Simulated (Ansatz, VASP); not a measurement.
# Two plane-wave programs on As

```
CELL_PARAMETERS angstrom
3.51290 0.00000 0.00000
-1.75645 3.04226 0.00000
0.00000 0.00000 26.60000
ATOMIC_POSITIONS crystal
As 0.33333 0.66667 0.26350
As 0.66667 0.33333 0.31545
```

Alike in both runs: functional LDA; k mesh 12 × 12 × 1; occupations gaussian, width 0.03 eV; no spin polarisation.

Ansatz relaxed the structure, and its values are those at the end. VASP's run is a single point on that final structure, the one shown.

|  | VASP | Ansatz |
| --- | --- | --- |
| version | VASP 6.6.1 | Ansatz 0.2.0 |
| potentials or method | VASP PAW LDA potentials, release 64 (As_d), cutoff 400 eV | scalar-relativistic, plane waves, PAW |
| valence electrons in the cell | 30 | 30 |

|  | VASP | Ansatz | Ansatz less VASP |
| --- | --- | --- | --- |
| gap on the k mesh at the Fermi level (eV) | 1.43 | 1.42 | -0.005 |
| least direct gap on the mesh (eV) | 2.12 | 2.11 | -0.011 |
| rms of the force components (eV/Å) | 0.036 | 0.000 | -0.0353 |

Ansatz warns that its potentials were made for another functional, while VASP's fit it. LDA's correlation is that of Perdew and Zunger in VASP and of Perdew and Wang (1992) in Ansatz. Ansatz's warnings: slab cell height set, structure snapped to symmetry.
